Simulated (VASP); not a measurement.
Set up this calculation in VASP 6.6.1, as the native input.

| Quantity | Value |
| --- | --- |
| Task | single point |
| Functional | PBEsol |
| Potentials or basis | VASP PAW PBE potentials, release 64 (Ir) |
| Cutoff | 520 eV |
| k mesh | 18 × 18 × 12 |
| Occupations | gaussian, width 0.15 eV |
| Spin | no spin polarisation |
| Dipole correction | no |
| Further INCAR settings | ALGO = Fast; EDIFF = 1e-06; NBANDS = 16 |

The structure of Ir lies in POSCAR:

```
Ir
1.0
    2.7101072262      0.0000000000      0.0000000000
   -1.3550536131      2.3470217048      0.0000000000
    0.0000000000      0.0000000000      4.5961587000
Ir
2
Direct
    0.6666666667      0.3333333333      0.7500000000
    0.3333333333      0.6666666667      0.2500000000
```

This cell differs from its parent crystal: strain -0.015 along x and y, +0.030 along z.

The input as run:

INCAR

```
SYSTEM = Ir
PREC = Accurate
ENCUT = 520
EDIFF = 1E-6
ISMEAR = 0
SIGMA = 0.15
LREAL = .FALSE.
LASPH = .TRUE.
NELM = 80
ALGO = Fast
ISIF = 2
LWAVE = .FALSE.
LCHARG = .TRUE.
GGA = PS
LELF = .TRUE.
LVHAR = .TRUE.
NBANDS = 16
```

KPOINTS

```
regular mesh
0
G
  18 18 12
  0 0 0
```

Potentials or basis: VASP PAW PBE potentials, release 64 (Ir).

Command:

```console
$ cat potpaw_PBE.64/Ir/POTCAR > POTCAR
$ mpirun -np 1 vasp_std > vasp.out
```

Results of the run:

```yaml
Pressure: -10.9 GPa
Band_gap_on_the_k_mesh: zero (band 9 reaches 10.94 eV, above the bottom of band 10 at 7.52 eV)
```

Caveat: the cell differs from its parent crystal (strain -0.015 along x and y, +0.030 along z); the PAW data sets were made with another functional, which shifts forces and pressure a little; spin-orbit coupling is left out, which moves the levels of the heavy elements.

Run time: 2.3 min on 1 thread of AMD EPYC 7R43 64-Core Processor (Zen 3), on a shared host, peak memory 0.18 GiB.
